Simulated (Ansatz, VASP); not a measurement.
**MgZn2TeSe2: VASP beside Ansatz**

```
Mg Zn Te Se
1.0
     4.19507    0.00000    0.00000
    -2.09754    3.63304    0.00000
     0.00000    0.00000    8.97628
Mg Zn Te Se
1 2 1 2
Direct
  0.00000 0.00000 0.50000
  0.66667 0.33333 0.24350
  0.33333 0.66667 0.75650
  0.00000 0.00000 0.00000
  0.66667 0.33333 0.76252
  0.33333 0.66667 0.23748
```

Change from the starting cell: species swapped into the SrEuP2Pt2 type (P-3m1, No. 164).

Alike in both runs: task relaxation of cell and atoms; functional PBE; k mesh 6 × 6 × 2; occupations gaussian, width 0.1 eV; no spin polarisation.

|  | VASP | Ansatz |
| --- | --- | --- |
| version | VASP 6.6.1 | Ansatz 0.2.0 |
| potentials or method | VASP PAW PBE potentials, release 64 (Mg, Zn, Te, Se), cutoff 600 eV | scalar-relativistic, plane waves, PAW |
| valence electrons in the cell | 44 | 82 |

Ansatz gave:

| Quantity | Value |
| --- | --- |
| gap on the k mesh at the Fermi level, each at its own relaxed structure (eV) | none |
| relaxed volume (Å³/atom) | 21.49 |
| relaxed length of the cell vector where the two differ most in proportion (Å) | 9.682 |

**Question.** Estimate VASP's values.

**Answer.** gap on the k mesh at the Fermi level, each at its own relaxed structure (eV): none; relaxed volume (Å³/atom): 21.50; relaxed length of the cell vector where the two differ most in proportion (Å): 9.701.

A gap of «none» marks a metal or a gap that the smearing closes. VASP's potentials hold 44 valence electrons a cell and Ansatz's 82, so a difference there can come from the potentials and not from the codes.

Neither program's run includes spin-orbit coupling.
